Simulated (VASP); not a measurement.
Mg: single point with PBE

Slab: Mg, a slab with vacuum.

```
CELL_PARAMETERS angstrom
6.42000 0.00000 0.00000
3.21000 5.55988 0.00000
0.00000 0.00000 19.81956
ATOMIC_POSITIONS crystal
Mg 0.83333 0.33333 0.05046
Mg 0.33333 0.33333 0.05046
Mg 0.83333 0.83333 0.05046
Mg 0.33333 0.83333 0.05046
Mg 0.00264 0.00090 0.18485
Mg 0.50363 0.99958 0.18565
Mg 0.00140 0.50181 0.18568
Mg 0.50362 0.50182 0.18555
Mg 0.83770 0.33439 0.31427
Mg 0.33862 0.33585 0.31209
Mg 0.83782 0.83506 0.31391
Mg 0.33703 0.83503 0.31425
Mg 0.00489 0.00134 0.45134
Mg 0.50378 0.00743 0.44645
Mg 0.01107 0.50017 0.44637
Mg 0.50750 0.50392 0.45109
Mg 0.71533 0.70835 0.58219
```

```
Program                : VASP 6.6.1
Task                   : single point
Functional             : PBE
Potentials or basis    : VASP PAW PBE potentials, release 64 (Mg)
Cutoff                 : 520 eV
k mesh                 : 3 × 3 × 1
Occupations            : gaussian, width 0.15 eV
Spin                   : no spin polarisation
Dipole correction      : no
Further INCAR settings : LREAL = Auto; ALGO = Normal; EDIFF = 1e-06; NBANDS = 31
```

The largest force is 0.035 eV/Å. The band gap on the k mesh is zero (band 17 reaches 0.12 eV, above the bottom of band 18 at -0.43 eV).

Forces on the atoms (eV/Å):
```
Mg   0.005  0.031  0.010
Mg   0.009  0.004 -0.013
Mg  -0.020 -0.014  0.023
Mg   0.030 -0.015  0.010
Mg  -0.001  0.000  0.001
Mg  -0.001  0.002 -0.001
Mg   0.000  0.000 -0.001
Mg  -0.002  0.000  0.001
Mg  -0.001  0.001 -0.002
Mg   0.001  0.000  0.002
Mg  -0.001  0.001 -0.001
Mg   0.001 -0.001 -0.001
Mg   0.000  0.000 -0.007
Mg  -0.001 -0.001 -0.003
Mg   0.000  0.000 -0.005
Mg  -0.002  0.000 -0.011
Mg  -0.020 -0.009 -0.003
```

Levels at points of the mesh, in eV from the Fermi level:
| k point | band 14 | band 15 | band 16 | band 17 | band 18 | band 19 | band 20 | band 21 |
| --- | --- | --- | --- | --- | --- | --- | --- | --- |
| (0.00, 0.00, 0.00) | -1.19 | -1.17 | -1.16 | -1.13 | -0.44 | -0.01 | 0.00 | 0.06 |

Run time: 100 s on 1 thread of Intel(R) Xeon(R) 6975P-C (Granite Rapids), with other jobs on the host, peak memory 0.65 GiB.

Caveat: the k points lie up to 0.38 Å⁻¹ apart.
